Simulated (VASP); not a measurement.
# GaH3N in VASP: single point with PBE

Aim: the single point of GaH3N with PBE.

Program: VASP 6.6.1. These are calculated values, not measurements. Logs are shortened: lines on timing, memory, paths and dates and some standing lists are left out, and cuts for length are marked.

## 1. The cell of the first run

The cell holds a wire with vacuum, 30 atoms: a = 15.200 Å, b = 15.100 Å, c = 7.878 Å, α = 90.00°, β = 90.00°, γ = 90.00°.

## 2. Single point, PBE

INCAR reads:

```
PREC = Accurate
ENCUT = 520
EDIFF = 1E-6
ISMEAR = 0
SIGMA = 0.05
LREAL = Auto
LASPH = T
NELM = 80
ALGO = Normal
ISIF = 2
LWAVE = F
LCHARG = F
GGA = PE
NBANDS = 84
```

KPOINTS reads:

```
regular mesh
0
Gamma
  1 1 4
```

POSCAR reads:

```
GaH3N
1.0
   15.2000000000      0.0000000000      0.0000000000
    0.0000000000     15.1000000000      0.0000000000
    0.0000000000      0.0000000000      7.8781932339
Ga N H
6 6 18
Direct
    0.5440250980      0.6064986397      0.0000000000
    0.5440250980      0.3935013603      0.0000000000
    0.4218601011      0.6064986397      0.3333333333
    0.3607776027      0.5000000000      0.0000000000
    0.6051075965      0.5000000000      0.3333333333
    0.4829425996      0.5000000000      0.6666666667
    0.5440250980      0.6064986397      0.2500000000
    0.5440250980      0.3935013603      0.2500000000
    0.4218601011      0.6064986397      0.5833333333
    0.3607776027      0.5000000000      0.2500000000
    0.6051075965      0.5000000000      0.5833333333
    0.4829425996      0.5000000000      0.9166666667
    0.6414073477      0.6064986397      0.9335719095
    0.4953339732      0.6913926551      0.9335719095
    0.5756588225      0.6616527134      0.2931571034
    0.6414073477      0.3935013603      0.9335719095
    0.4953339732      0.3086073449      0.9335719095
    0.3731689763      0.6913926551      0.2669052428
    0.4807576492      0.3935013603      0.2931571034
    0.5756588225      0.3383472866      0.2931571034
    0.3585926523      0.6064986397      0.6264904367
    0.4534938255      0.6616527134      0.6264904367
    0.3120864778      0.5848940154      0.9335719095
    0.3120864778      0.4151059846      0.9335719095
    0.7024898462      0.5000000000      0.2669052428
    0.3924113271      0.4448459263      0.2931571034
    0.2975101538      0.5000000000      0.2931571034
    0.6367413209      0.4448459263      0.6264904367
    0.6367413209      0.5551540737      0.6264904367
    0.4342514747      0.4151059846      0.6002385761
```

Potentials or basis: VASP PAW PBE potentials, release 64 (Ga_d, N, H).

The run is started by

```console
cat potpaw_PBE.64/Ga_d/POTCAR potpaw_PBE.64/N/POTCAR potpaw_PBE.64/H/POTCAR > POTCAR
mpirun -np 1 vasp_std > vasp.out
```

OUTCAR:

```text
PREC = Accurate
   ENCUT = 520
   EDIFF = 1E-6
   ISMEAR = 0
   LREAL = Auto
   LASPH = T
   NELM = 80
   ISIF = 2
   GGA = PE

 ion  position               nearest neighbor table
   1  0.544  0.606  0.000-  14 1.57  13 1.57  12 1.97   7 1.97
   2  0.544  0.394  0.000-  17 1.57  16 1.57  12 1.97   8 1.97
   3  0.422  0.606  0.333-  18 1.57  10 1.97   7 1.97   9 1.97
   4  0.361  0.500  0.000-  23 1.57  24 1.57  12 1.97  10 1.97
   5  0.605  0.500  0.333-  25 1.57   8 1.97   7 1.97  11 1.97
   6  0.483  0.500  0.667-  30 1.57  12 1.97  11 1.97   9 1.97
   7  0.544  0.606  0.250-  15 1.02   3 1.97   5 1.97   1 1.97
   8  0.544  0.394  0.250-  19 1.02  20 1.02   5 1.97   2 1.97
   9  0.422  0.606  0.583-  21 1.02  22 1.02   3 1.97   6 1.97
  10  0.361  0.500  0.250-  26 1.02  27 1.02   3 1.97   4 1.97
  11  0.605  0.500  0.583-  28 1.02  29 1.02   5 1.97   6 1.97
  12  0.483  0.500  0.917-   1 1.97   2 1.97   4 1.97   6 1.97
  13  0.641  0.606  0.934-   1 1.57
  14  0.495  0.691  0.934-   1 1.57
  15  0.576  0.662  0.293-   7 1.02
  16  0.641  0.394  0.934-   2 1.57
  17  0.495  0.309  0.934-   2 1.57
  18  0.373  0.691  0.267-   3 1.57
[... 10 lines left out ...]
  29  0.637  0.555  0.626-  11 1.02
  30  0.434  0.415  0.600-   6 1.57

  LATTYP: Found a simple orthorhombic cell.
 ALAT       =     7.8781932339
 B/A-ratio  =     1.9166831216
 C/A-ratio  =     1.9293763873

  Lattice vectors:

 A1 = (   0.0000000000,   0.0000000000,  -7.8781932339)
 A2 = (   0.0000000000,  15.1000000000,   0.0000000000)
 A3 = (  15.2000000000,   0.0000000000,   0.0000000000)

Analysis of symmetry for initial positions (statically):
=====================================================================
 Subroutine PRICEL returns:
 Original cell was already a primitive cell.

 Routine SETGRP: Setting up the symmetry group for a
 simple orthorhombic supercell.

 Subroutine GETGRP returns: Found  1 space group operations
 (whereof  1 operations were pure point group operations)
 out of a pool of  8 trial point group operations.

The static configuration has the point symmetry C_1 .

Analysis of symmetry for dynamics (positions and initial velocities):
=====================================================================
 Subroutine PRICEL returns:
 Original cell was already a primitive cell.

 Routine SETGRP: Setting up the symmetry group for a
 simple orthorhombic supercell.

 Subroutine GETGRP returns: Found  1 space group operations
 (whereof  1 operations were pure point group operations)
 out of a pool of  8 trial point group operations.

The dynamic configuration has the point symmetry C_1 .

 Subroutine INISYM returns: Found  1 space group operations
 (whereof  1 operations are pure point group operations),
 and found     1 'primitive' translations

----------------------------------------------------------------------------------------

                                     Primitive cell

  volume of cell :    1808.2029

  direct lattice vectors                    reciprocal lattice vectors
    15.200000000  0.000000000  0.000000000     0.065789474  0.000000000  0.000000000
     0.000000000 15.100000000  0.000000000     0.000000000  0.066225166  0.000000000
     0.000000000  0.000000000  7.878193234     0.000000000  0.000000000  0.126932657

  length of vectors
    15.200000000 15.100000000  7.878193234     0.065789474  0.066225166  0.126932657

  position of ions in fractional coordinates (direct lattice)
     0.544025098  0.606498640  0.000000000
     0.544025098  0.393501360  0.000000000
     0.421860101  0.606498640  0.333333333
     0.360777603  0.500000000  0.000000000
     0.605107596  0.500000000  0.333333333
     0.482942600  0.500000000  0.666666667
[... 22 lines left out ...]
     0.636741321  0.555154074  0.626490437
     0.434251475  0.415105985  0.600238576

  ion indices of the primitive-cell ions
   primitive index   ion index
                 1           1
                 2           2
                 3           3
                 4           4
                 5           5
                 6           6
[... 22 lines left out ...]
                29          29
                30          30

----------------------------------------------------------------------------------------

 KPOINTS: regular mesh

Automatic generation of k-mesh.
 Grid dimensions read from file:
 generate k-points for:    1    1    4

 Generating k-lattice:

  Cartesian coordinates                     Fractional coordinates (reciprocal lattice)
     0.065789474  0.000000000  0.000000000     1.000000000  0.000000000  0.000000000
     0.000000000  0.066225166  0.000000000     0.000000000  1.000000000  0.000000000
     0.000000000  0.000000000  0.031733164     0.000000000  0.000000000  0.250000000

  Length of vectors
     0.065789474  0.066225166  0.031733164

  Shift w.r.t. Gamma in fractional coordinates (k-lattice)
     0.000000000  0.000000000  0.000000000

 Subroutine IBZKPT returns following result:
 ===========================================

 Found      3 irreducible k-points:

 Following reciprocal coordinates:
            Coordinates               Weight
  0.000000  0.000000  0.000000      1.000000
  0.000000  0.000000  0.250000      2.000000
  0.000000  0.000000  0.500000      1.000000
   k-points           NKPTS =      3   k-points in BZ     NKDIM =      3   number of bands    NBANDS=     84
   number of dos      NEDOS =    301   number of ions     NIONS =     30
   total plane-waves  NPLWV = 806400
   dimension x,y,z NGX =   120 NGY =  112 NGZ =   60
   dimension x,y,z NGXF=   240 NGYF=  224 NGZF=  120
   ions per type =               6   6  18
   NGX,Y,Z   is equivalent  to a cutoff of  13.12, 12.33, 12.66 a.u.
   NGXF,Y,Z  is equivalent  to a cutoff of  26.25, 24.66, 25.32 a.u.
 SYSTEM =  unknown system
   PREC   = accura    normal or accurate (medium, high low for compatibility)
   ISTART =      0    job   : 0-new  1-cont  2-samecut
   ICHARG =      2    charge: 1-file 2-atom 10-const
   ISPIN  =      1    spin polarized calculation?
   LNONCOLLINEAR =      F non collinear calculations
   LSORBIT =      F    spin-orbit coupling
   LASPH  =      T    aspherical Exc in radial PAW
   ENCUT  =  520.0 eV  38.22 Ry    6.18 a.u.  28.26 28.08 14.65*2*pi/ulx,y,z
   NELM   =     80;   NELMIN=  2; NELMDL= -5     # of ELM steps
   EDIFF  = 0.1E-05   stopping-criterion for ELM
   LREAL  =      T    real-space projection
   EDIFFG = 0.1E-04   stopping-criterion for IOM
   NSW    =      0    number of steps for IOM
   IBRION =     -1    ionic relax: 0-MD 1-quasi-New 2-CG
   NFREE  =      0    steps in history (QN), initial steepest desc. (CG)
   ISIF   =      2    stress and relaxation
   ISYM   =      2    0-nonsym 1-usesym 2-fastsym
   POTIM  = 0.5000    time-step for ionic-motion
   TEBEG  =    0.0;   TEEND  =   0.0 temperature during run
   PSTRESS=    0.0 pullay stress
   NELECT =     126.0000    total number of electrons
   NUPDOWN=      -1.0000    fix difference up-down
   EMIN   =  10.00;   EMAX   =-10.00  energy-range for DOS
   EFERMI =   0.00;   METHOD = LEGACY
   ISMEAR =     0;   SIGMA  =   0.05  broadening in eV -4-tet -1-fermi 0-gaus
   EFERMI_NEDOS =   21; number of points for ismear=-14 and -15
   IALGO  =     38    algorithm
   IMIX   =      4    mixing-type and parameters
     AMIX     =   0.40;   BMIX     =  1.00
     AMIX_MAG =   1.60;   BMIX_MAG =  1.00
  volume/ion in A,a.u.               =      60.27       406.75
  Fermi-wavevector in a.u.,A,eV,Ry     =   0.673673  1.273058  6.174809  0.453836
  Thomas-Fermi vector in A             =   1.750163
   LORBIT       =      0    0 simple, 1 ext, 2 COOP (PROOUT), +10 PAW based schemes
   GGA     = PE    functional components
   LHFCALC =     F    Hartree Fock is set to
   AEXX    =    0.0000 exact exchange contribution
   IVDW    =     0    specifies the selected vdW correction
   LEPSILON=     F    determine dielectric tensor
   LRPA    =     F    only Hartree local field effects (RPA)
 non-spin polarized calculation
 Gauss-broadening in eV      SIGMA  =   0.05
  energy-cutoff  :      520.00
  volume of cell :     1808.20
 maximum number of plane-waves:     48717
 NGX is ok and might be reduce to   120
   NGX = 57   NGY = 57   NGZ = 29

 number of electron     125.9999969 magnetization

 Free energy of the ion-electron system (eV)
  ---------------------------------------------------
  ext. energy  EPLUGINS =         0.00000000
  ---------------------------------------------------
  free energy    TOTEN  =      -132.92006364 eV

  energy without entropy =     -132.92006364  energy(sigma->0) =     -132.92006364

 E-fermi :  -4.4679     XC(G=0):  -2.0675

 val. band max:       -4.7601854739   @ k =   0.0000   0.0000   0.5000
 cond. band min:      -1.0148902293   @ k =   0.0000   0.0000   0.5000
 fundamental gap:      3.7452952446
 Fermi energy:        -4.4679478624

 k-point     1 :       0.0000    0.0000    0.0000
  band No.  band energies     occupation
      1     -21.8684      2.00000
      2     -21.6265      2.00000
      3     -21.5803      2.00000
      4     -21.4490      2.00000
      5     -20.3336      2.00000
      6     -18.9419      2.00000
[... 67 lines left out ...]
     74       1.2620      0.00000
     75       1.2994      0.00000

 k-point     2 :       0.0000    0.0000    0.2500
  band No.  band energies     occupation
      1     -21.8652      2.00000
      2     -21.6290      2.00000
      3     -21.5789      2.00000
      4     -21.4504      2.00000
      5     -20.3342      2.00000
      6     -18.9422      2.00000
[... 67 lines left out ...]
     74       1.3338      0.00000
     75       1.4423      0.00000

 k-point     3 :       0.0000    0.0000    0.5000
  band No.  band energies     occupation
      1     -21.8619      2.00000
      2     -21.6317      2.00000
      3     -21.5775      2.00000
      4     -21.4518      2.00000
      5     -20.3348      2.00000
      6     -18.9425      2.00000
[... 67 lines left out ...]
     74       1.4141      0.00000
     75       1.4423      0.00000
 [bands above 75 left out]

------------------------ aborting loop because EDIFF is reached ----------------------------------------

  FORCE on cell =-STRESS in cart. coord.  units (eV):
  Direction    XX          YY          ZZ          XY          YZ          ZX
  --------------------------------------------------------------------------------------
  -------------------------------------------------------------------------------------
  Total        3.8896372      3.3430379      4.8934347     -0.4621392      0.2105528      0.1155998
  in kB        3.4464542      2.9621342      4.3358796     -0.4094833      0.1865625      0.1024284
  external PRESSURE =       3.5814893 kB  Pullay stress =       0.0000000 kB

 VOLUME and BASIS-vectors are now :
 -----------------------------------------------------------------------------
  energy-cutoff  :      520.00
  volume of cell :     1808.20
      direct lattice vectors                 reciprocal lattice vectors
    15.200000000  0.000000000  0.000000000     0.065789474  0.000000000  0.000000000
     0.000000000 15.100000000  0.000000000     0.000000000  0.066225166  0.000000000
     0.000000000  0.000000000  7.878193234     0.000000000  0.000000000  0.126932657

 POSITION                                       TOTAL-FORCE (eV/Angst)
 -----------------------------------------------------------------------------------
      8.26918      9.15813      0.00000         0.277449      0.489159     -1.141720
      8.26918      5.94187      0.00000         0.080837     -0.577664     -1.794095
      6.41227      9.15813      2.62606        -0.292573      1.527487     -0.719260
      5.48382      7.55000      0.00000        -0.550275     -0.215511     -1.794260
      9.19764      7.55000      2.62606         1.459877      0.515370     -0.718123
      7.34073      7.55000      5.25213        -0.527675     -0.911758      1.668374
[... 22 lines left out ...]
      9.67847      8.38283      4.93561         0.337395     -0.118392      0.261010
      6.60062      6.26810      4.72880         0.025466      0.042099     -0.319565
 -----------------------------------------------------------------------------------
    total drift:                               -0.001777     -0.000008      0.003190

  FREE ENERGIE OF THE ION-ELECTRON SYSTEM (eV)
  ---------------------------------------------------
  free  energy   TOTEN  =      -132.9200636441 eV

  energy  without entropy=     -132.9200636441  energy(sigma->0) =     -132.92006364
```

Run time: 17 min. Hardware: 1 thread of Intel Xeon Platinum 8488C (Sapphire Rapids), shared host; peak memory 1.5 GiB.

Results:

```
Free energy            : -132.9201 eV
Largest force          : 1.973 eV/Å
Band gap on the k mesh : 3.75 eV, direct
```

Forces on the atoms (eV/Å):
```
Ga   0.277  0.489 -1.142
Ga   0.081 -0.578 -1.794
Ga  -0.293  1.527 -0.719
Ga  -0.550 -0.216 -1.794
Ga   1.460  0.515 -0.718
Ga  -0.528 -0.912  1.668
N   -0.742 -1.295  0.915
N   -0.062  0.732  0.523
N    0.584 -0.390 -0.291
N    0.668  0.310  0.522
N   -0.625  0.310 -0.293
N    0.119  0.197  0.628
H    0.337 -0.142  0.026
H   -0.289  0.217  0.027
H    0.064  0.112 -0.010
H    0.310  0.161  0.162
H   -0.249 -0.141  0.219
H   -0.080 -0.130  0.095
H    0.306 -0.676  0.237
H   -0.178 -0.136  0.078
H   -0.001  0.172  0.334
H   -0.272  0.234  0.261
H   -0.013  0.347  0.163
H    0.004 -0.287  0.219
H   -0.069 -0.135  0.095
H   -0.740 -0.073  0.237
H   -0.030 -0.222  0.078
H    0.149  0.085  0.335
H    0.337 -0.118  0.261
H    0.025  0.042 -0.320
```

Levels at points of the mesh, in eV from the valence-band top:
| k point | band 59 | band 60 | band 61 | band 62 | band 63 | band 64 | band 65 | band 66 | band 67 | band 68 |
| --- | --- | --- | --- | --- | --- | --- | --- | --- | --- | --- |
| (0.00, 0.00, 0.00) | -1.05 | -0.98 | -0.16 | -0.09 | -0.02 | 4.08 | 4.37 | 4.75 | 4.81 | 4.98 |
| (0.00, 0.00, 0.50) | -1.07 | -0.91 | -0.17 | -0.09 | 0.00 | 3.75 | 4.22 | 4.37 | 4.93 | 5.30 |
